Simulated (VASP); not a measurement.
A run of VASP 6.6.1 is set up as follows.

INCAR

```
  ALGO = Normal
  EDIFF = 1E-8
  ENCUT = 520
  GGA = CA
  ISIF = 2
  ISMEAR = -1
  LASPH = T
  LCHARG = F
  LEFG = T
  LREAL = F
  LWAVE = F
  NBANDS = 26
  NELM = 60
  PREC = Accurate
  SIGMA = 0.03
```

KPOINTS

```
k-points
0
Gamma
  10 10 10
```

The input POSCAR:

```
Sn2Ir
1.0
    0.0000000000      3.2311530343      3.2311530343
    3.2311530343      0.0000000000      3.2311530343
    3.2311530343      3.2311530343      0.0000000000
Sn Ir
2 1
Direct
    0.2500000000      0.2500000000      0.2500000000
    0.7500000000      0.7500000000      0.7500000000
    0.0000000000      0.0000000000      0.0000000000
```

Potentials or basis: VASP PAW LDA potentials, release 64 (Sn_d, Ir).

Command:

```sh
$ cat potpaw_LDA.64/Sn_d/POTCAR potpaw_LDA.64/Ir/POTCAR > POTCAR
$ mpirun -np 1 vasp_std > vasp.out
```

Estimate the band gap on the k mesh.

zero (an odd number of electrons rules out a gap without spin polarisation).

What does it give for the pressure?

-8.1 GPa.

Caveat: the cell stands under tension; spin-orbit coupling is left out, which moves the levels of the heavy elements.
